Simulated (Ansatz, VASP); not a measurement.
## Ga2O3 in VASP and in Ansatz

The input INCAR:

```
  ALGO = Normal
  EDIFF = 1E-6
  ENCUT = 520
  GGA = PE
  ISIF = 2
  ISMEAR = -1
  LASPH = True
  LCHARG = False
  LREAL = False
  LWAVE = False
  NBANDS = 55
  NELM = 80
  PREC = Accurate
  SIGMA = 0.05
```

KPOINTS

```
k-points
0
Gamma
  3 3 3
```

Contents of POSCAR:

```
Ga2O3
1.0
    2.5879344300      1.4654706900      4.3651750000
   -2.3591855900      1.5418598700      4.2133677300
    0.1805294000     -3.3803639000      4.4090976800
Ga O
4 6
Direct
    0.3249716100      0.3703114500      0.3519828200
    0.1472539800      0.1444032200      0.1397379000
    0.6408440500      0.6581364900      0.6333663000
    0.8465612600      0.8593385000      0.8563770900
    0.5572311100      0.9595837400      0.2478168800
    0.2492532400      0.5542121100      0.9476260700
    0.9584709700      0.2475453700      0.5499700200
    0.4495668700      0.0408968600      0.7539059100
    0.7462856700      0.4362255500      0.0805447400
    0.0795612400      0.7293467100      0.4386722800
```

input.yaml

```yaml
crystal:
  lattice:
    - [2.58793443, 1.46547069, 4.365175]
    - [-2.35918559, 1.54185987, 4.21336773]
    - [0.1805294, -3.3803639, 4.40909768]
  atoms:
    - { symbol: Ga, position: [0.32497161, 0.37031145, 0.35198282] }
    - { symbol: Ga, position: [0.14725398, 0.14440322, 0.1397379] }
    - { symbol: Ga, position: [0.64084405, 0.65813649, 0.6333663] }
    - { symbol: Ga, position: [0.84656126, 0.8593385, 0.85637709] }
    - { symbol: O, position: [0.55723111, 0.95958374, 0.24781688] }
    - { symbol: O, position: [0.24925324, 0.55421211, 0.94762607] }
    - { symbol: O, position: [0.95847097, 0.24754537, 0.54997002] }
    - { symbol: O, position: [0.44956687, 0.04089686, 0.75390591] }
    - { symbol: O, position: [0.74628567, 0.43622555, 0.08054474] }
    - { symbol: O, position: [0.07956124, 0.72934671, 0.43867228] }
hamiltonian:
  xc: pbe
  pseudopotentials: { kind: paw }
kpoints:
  mp_grid: { grid: [3, 3, 3] }
scf:
  occupations: { method: fermi_dirac, width: 0.05 }
output:
  forces: true
  stress: true
  eigenvalues: true
```

Alike in both runs: task single point; functional PBE; k mesh 3 × 3 × 3; occupations fermi-dirac, width 0.05 eV; no spin polarisation.

|  | VASP | Ansatz |
| --- | --- | --- |
| version | VASP 6.6.1 | Ansatz 0.2.0 |
| potentials or method | VASP PAW PBE potentials, release 64 (Ga_d, O) | Ansatz PAW |
| plane-wave cutoff (eV) | 520 | 420 |
| valence electrons in the cell | 88 | 88 |

VASP gave:

| Item | Value |
| --- | --- |
| gap on the k mesh at the Fermi level (eV) | 1.48 |
| least direct gap on the mesh (eV) | 1.48 |
| pressure (GPa) | 0.0 |
| traceless stress, the component that is largest in VASP (GPa) | -20.52 |
| rms of the force components (eV/Å) | 1.339 |

What did Ansatz give for the same quantities?

gap on the k mesh at the Fermi level (eV): 1.49; least direct gap on the mesh (eV): 1.49; pressure (GPa): -0.7; traceless stress, the component that is largest in VASP (GPa): -20.50; rms of the force components (eV/Å): 1.351.

Atom by atom the forces differ by 0.027 eV/Å (rms over components).

The k mesh is coarse, so the values compare programs but aren't converged. Noted on Ansatz's run: odd divisions of the mesh miss points on the zone boundary, where band edges often lie, so the gap on the mesh can be too wide.
